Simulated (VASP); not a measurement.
Set up this calculation in VASP 6.6.1, as the native input.

```
Task                   : single point
Functional             : PBE
Potentials or basis    : VASP PAW PBE potentials, release 64 (Sn_d, Se)
Cutoff                 : 520 eV
k mesh                 : 6 × 6 × 6
Occupations            : gaussian, width 0.1 eV
Spin                   : no spin polarisation
Dipole correction      : no
Further INCAR settings : ALGO = Normal; EDIFF = 1e-06; NBANDS = 24
```

The structure of SnSe3 lies in POSCAR:

```
SnSe3
1.0
   -1.9647581719      1.9647581719      7.2149769634
    1.9647581719     -1.9647581719      7.2149769634
    1.9647581719      1.9647581719     -7.2149769634
Sn Se
1 3
Direct
    0.0000000000      0.0000000000      0.0000000000
    0.5000000000      0.5000000000      0.0000000000
    0.2500000000      0.7500000000      0.5000000000
    0.7500000000      0.2500000000      0.5000000000
```

One way to write it, as run:

INCAR

```
SYSTEM = SnSe3
PREC     = Accurate       ! precision mode
ENCUT    = 520            ! plane-wave cutoff, eV
EDIFF    = 1E-6           ! SCF threshold, eV
ISMEAR   = 0              ! smearing method
SIGMA    = 0.1            ! smearing width, eV
LREAL    = .False.        ! projectors in reciprocal space
LASPH    = .True.         ! aspherical terms in the spheres
NELM     = 60             ! most SCF steps
ALGO     = Normal         ! electronic algorithm
ISIF     = 2              ! what is computed and relaxed
LWAVE    = .False.        ! write WAVECAR
LCHARG   = .True.         ! write CHGCAR
GGA      = PE             ! functional
LELF     = .True.         ! ELF
LVHAR    = .True.       
NBANDS   = 24             ! bands
```

KPOINTS

```
regular mesh
0
Gamma
  6 6 6
  0 0 0
```

Potentials or basis: VASP PAW PBE potentials, release 64 (Sn_d, Se).

The run is started by

```sh
$ cat potpaw_PBE.64/Sn_d/POTCAR potpaw_PBE.64/Se/POTCAR > POTCAR
$ mpirun -np 1 vasp_std > vasp.out
```

Results of the run:

The pressure is -0.1 GPa. The band gap on the k mesh is zero (band 16 reaches 4.32 eV, above the bottom of band 17 at 2.88 eV).

Caveat: the k points lie up to 0.38 Å⁻¹ apart; spin-orbit coupling is left out, which moves the levels of the heavy elements.

It took 6.1 min on 1 thread of Intel(R) Xeon(R) Platinum 8375C CPU @ 2.90GHz (Ice Lake) (shared host), peak memory 0.5 GiB.
